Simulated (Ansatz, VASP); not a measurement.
Ge3MoRu in VASP and in Ansatz

INCAR

```
ALGO = Normal
EDIFF = 1E-7
ENCUT = 520
GGA = PE
ISIF = 2
ISMEAR = 0
LASPH = T
LCHARG = F
LREAL = F
LWAVE = F
NBANDS = 43
NELM = 80
PREC = Accurate
SIGMA = 0.1
```

KPOINTS

```
k-points
0
Gamma
  12 12 6
```

The input POSCAR:

```
Ge3MoRu
1.0
    4.0197710514      0.0000000000      0.0000000000
   -2.0098855257      3.4812238479      0.0000000000
    0.0000000000      0.0000000000      8.0334596252
Ge Mo Ru
3 1 1
Direct
    0.3333333333      0.6666666667      0.6796167693
    0.3333333333      0.6666666667      0.3203832307
    0.6666666667      0.3333333333      0.5000000000
    0.3333333333      0.6666666667      0.0000000000
    0.0000000000      0.0000000000      0.0000000000
```

Input for Ansatz:

```yaml
crystal:
  lattice:
    - [4.0197710514, 0.0, 0.0]
    - [-2.0098855257, 3.4812238479, 0.0]
    - [0.0, 0.0, 8.0334596252]
  atoms:
    - { symbol: Ge, position: [0.3333333333, 0.6666666667, 0.6796167693] }
    - { symbol: Ge, position: [0.3333333333, 0.6666666667, 0.3203832307] }
    - { symbol: Ge, position: [0.6666666667, 0.3333333333, 0.5] }
    - { symbol: Mo, position: [0.3333333333, 0.6666666667, 0.0] }
    - { symbol: Ru, position: [0.0, 0.0, 0.0] }
basis:
  ecutwfc: 420
kpoints:
  mp_grid: { grid: [12, 12, 6] }
  band_path:
    path:
      - [[0.0, 0.0, 0.0], [0.5, 0.0, 0.0], [0.33333333, 0.33333333, 0.0], [0.0, 0.0, 0.0], [0.0, 0.0, 0.5], [0.5, 0.0, 0.5], [0.33333333, 0.33333333, 0.5], [0.0, 0.0, 0.5]]
      - [[0.5, 0.0, 0.5], [0.5, 0.0, 0.0]]
      - [[0.33333333, 0.33333333, 0.5], [0.33333333, 0.33333333, 0.0]]
    npoints: 14
hamiltonian:
  xc: pbe
scf:
  occupations: { method: gaussian, width: 0.1 }
  n_extra_bands: 12
output:
  forces: true
  stress: true
  eigenvalues: true
  populations: true
  dos: { projected: true, de: 0.02, nscf_kmesh: { grid: [15, 15, 8] } }
  bader: true
  write_density: true
  write_potential: true
  elf: true
  volumetric_format: npy
```

Alike in both runs: task single point; functional PBE; k mesh 12 × 12 × 6; occupations gaussian, width 0.1 eV; no spin polarisation.

|  | VASP | Ansatz |
| --- | --- | --- |
| version | VASP 6.6.1 | Ansatz 0.2.0 |
| potentials or method | VASP PAW PBE potentials, release 64 (Ge_d, Mo_sv, Ru_pv), cutoff 520 eV | scalar-relativistic, plane waves, PAW |
| valence electrons in the cell | 70 | 72 |

Ansatz gave:

```
gap on the k mesh at the Fermi level (eV)                     : none
pressure (GPa)                                                : 0.0
traceless stress, the component that is largest in VASP (GPa) : 0.00
```

Q: Which values does VASP return?

A: gap on the k mesh at the Fermi level (eV): none; pressure (GPa): 0.2; traceless stress, the component that is largest in VASP (GPa): -0.15.

A gap of «none» marks a metal or a gap that the smearing closes. With one functional, cell and mesh, what is left measures potentials, basis and numerics. VASP's potentials hold 70 valence electrons a cell and Ansatz's 72, so a difference there can come from the potentials and not from the codes.
